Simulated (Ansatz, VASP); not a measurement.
**One calculation of Be, two programs**

The input INCAR:

```
SYSTEM = Be
PREC = Accurate
ENCUT = 520
EDIFF = 1E-8
ISMEAR = -1
SIGMA = 0.05
LREAL = .FALSE.
LASPH = .TRUE.
NELM = 100
ALGO = Normal
ISIF = 2
LWAVE = .FALSE.
LCHARG = .FALSE.
GGA = PE
LEFG = .TRUE.
NBANDS = 12
```

The input KPOINTS:

```
regular mesh
0
G
  9 9 14
  0 0 0
```

File POSCAR:

```
Be
1.0
    3.7468140000      0.0000000000      0.0000000000
    0.0000000000      3.7468140000      0.0000000000
    0.0000000000      0.0000000000      2.3040928000
Be
4
Direct
    0.2974080000      0.2974080000      0.0000000000
    0.7025920000      0.7025920000      0.0000000000
    0.2025920000      0.7974080000      0.5000000000
    0.7974080000      0.2025920000      0.5000000000
```

Input for Ansatz:

```yaml
crystal:
  lattice:
    - [3.746814, 0.0, 0.0]
    - [0.0, 3.746814, 0.0]
    - [0.0, 0.0, 2.3040928]
  atoms:
    - { symbol: Be, position: [0.297408, 0.297408, 0.0] }
    - { symbol: Be, position: [0.702592, 0.702592, 0.0] }
    - { symbol: Be, position: [0.202592, 0.797408, 0.5] }
    - { symbol: Be, position: [0.797408, 0.202592, 0.5] }
kpoints:
  mp_grid: { grid: [9, 9, 14] }
scf:
  occupations: { method: fermi_dirac, width: 0.05 }
hamiltonian:
  xc: pbe
  pseudopotentials: { kind: all_electron, datasets: crystal }
output:
  forces: true
  stress: true
  eigenvalues: true
  efg: { contact_densities: true }
```

Change from the starting cell: zz strain of +1 %, crystal datasets.

Alike in both runs: task electric field gradients; functional PBE; k mesh 9 × 9 × 14; occupations fermi-dirac, width 0.05 eV; no spin polarisation.

|  | VASP | Ansatz |
| --- | --- | --- |
| version | VASP 6.6.1 | Ansatz 0.2.0 |
| potentials or method | VASP PAW PBE potentials, release 64 (Be), cutoff 520 eV | all-electron PAW with datasets made for the crystal, scalar-relativistic |

```csv
,VASP,Ansatz,Ansatz less VASP
pressure (GPa),-1.1,-1.3,-0.18
"traceless stress, the component that is largest in VASP (GPa)",-1.70,-1.69,+0.005
rms of the force components (eV/Å),0.018,0.017,-0.0014
size of Vzz on the site where it differs most (V/Å²),1.7,1.4,-0.29
```

Atom by atom the forces differ by 0.001 eV/Å (rms over components). Ansatz ran all-electron here, and VASP with PAW potentials.
